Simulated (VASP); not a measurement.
Ni: relaxation of cell and atoms with PBE

Ni:

```
Ni
1.0
     3.85615    0.00000    0.00000
    -1.92807    3.33952    0.00000
     0.00000    0.00000    4.33906
Ni
4
Direct
  0.00000 0.00000 0.25000
  0.00000 0.00000 0.75000
  0.33333 0.66667 0.75000
  0.66667 0.33333 0.25000
```

```yaml
Program: VASP 6.6.1
Task: relaxation of cell and atoms
Functional: PBE
Potentials_or_basis: VASP PAW PBE potentials, release 64 (Ni)
Cutoff: 600 eV
k_mesh: 15 × 15 × 10
Occupations: gaussian, width 0.1 eV
Spin: no spin polarisation
Dipole_correction: no
Further_INCAR_settings: ALGO = Normal; EDIFF = 1e-07; IBRION = 2; EDIFFG = -0.01; NSW = 100; ISIF = 3
```

| Item | Value |
| --- | --- |
| Relaxed volume | 13.99 Å³/atom |
| Relaxed cell | a = 3.863 Å, b = 3.863 Å, c = 4.329 Å, α = 90.00°, β = 90.00°, γ = 120.00° |
| Space group after relaxing (to 0.05 Å) | P6_3/mmc (No. 194) |
| Energy gained by relaxing | 0.1 meV/atom |
| Ionic steps | 2 |
| Pressure after relaxing | -0.1 GPa |
| Band gap on the k mesh | zero (band 20 reaches 6.49 eV, above the bottom of band 21 at 5.71 eV) |

Stress tensor (GPa, compression positive):
```
-0.11  0.00  0.00
 0.00 -0.11  0.00
 0.00  0.00  0.03
```

The path:
```tsv
step	energy change (eV)	largest force (eV/Å)	pressure (GPa)	volume (Å³)
1	0.0000	0.0000	0.09	55.88
2	-0.0004	0.0000	-0.06	55.94
```

Final structure:
```
Ni
1.0
     3.86281    0.00000    0.00000
    -1.93140    3.34529    0.00000
     0.00000    0.00000    4.32903
Ni
4
Direct
  0.00000 0.00000 0.25000
  0.00000 0.00000 0.75000
  0.33333 0.66667 0.75000
  0.66667 0.33333 0.25000
```

Levels at points of the mesh, in eV from the Fermi level:
```
           k point  band 16  band 17  band 18  band 19  band 20  band 21  band 22  band 23  band 24
(0.00, 0.00, 0.00)    -0.73    -0.30    -0.30    -0.13    -0.13     0.34     0.45     4.91     6.65
(0.00, 0.00, 0.50)    -1.21    -0.54    -0.54    -0.47    -0.47    -0.47    -0.47     8.59     8.59
```

It took 3.1 min on 1 thread of Intel(R) Xeon(R) 6975P-C (Granite Rapids) (shared host), peak memory 0.33 GiB.

Caveat: the run has no spin polarisation, though such a crystal can be magnetic. Spin polarisation is off, so any magnetic state and its effect on volume and gap are missing.
